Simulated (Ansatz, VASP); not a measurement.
**As: VASP beside Ansatz**

```
As
1.0
     1.84902   -5.57238    0.00000
     1.84902    5.57238    0.00000
     0.00000    0.00000    4.52882
As
4
Direct
  0.39000 0.61000 0.56000
  0.89000 0.11000 0.94000
  0.61000 0.39000 0.44000
  0.11000 0.89000 0.06000
```

Alike in both runs: task single point; functional r2SCAN; k mesh 8 × 8 × 6; occupations fermi-dirac, width 0.05 eV; no spin polarisation.

```csv
,VASP,Ansatz
version,VASP 6.6.1,Ansatz 0.2.0
potentials or method,"VASP PAW PBE potentials, release 64 (As)",Ansatz PAW
plane-wave cutoff (eV),520,500
valence electrons in the cell,20,60
```

Ansatz gave:

| Property | Result |
| --- | --- |
| gap on the k mesh at the Fermi level (eV) | 0.16 |
| least direct gap on the mesh (eV) | 0.17 |
| pressure (GPa) | -1.4 |
| traceless stress, the component that is largest in VASP (GPa) | 0.53 |
| rms of the force components (eV/Å) | 0.369 |

Task: What did VASP give for the same quantities?

Result: gap on the k mesh at the Fermi level (eV): 0.16; least direct gap on the mesh (eV): 0.18; pressure (GPa): -1.3; traceless stress, the component that is largest in VASP (GPa): 0.50; rms of the force components (eV/Å): 0.351.

VASP's potentials were made for PBE, not for r2SCAN. Atom by atom the forces differ by 0.018 eV/Å (rms over components). VASP's potentials hold 20 valence electrons a cell and Ansatz's 60, so a difference there can come from the potentials and not from the codes.
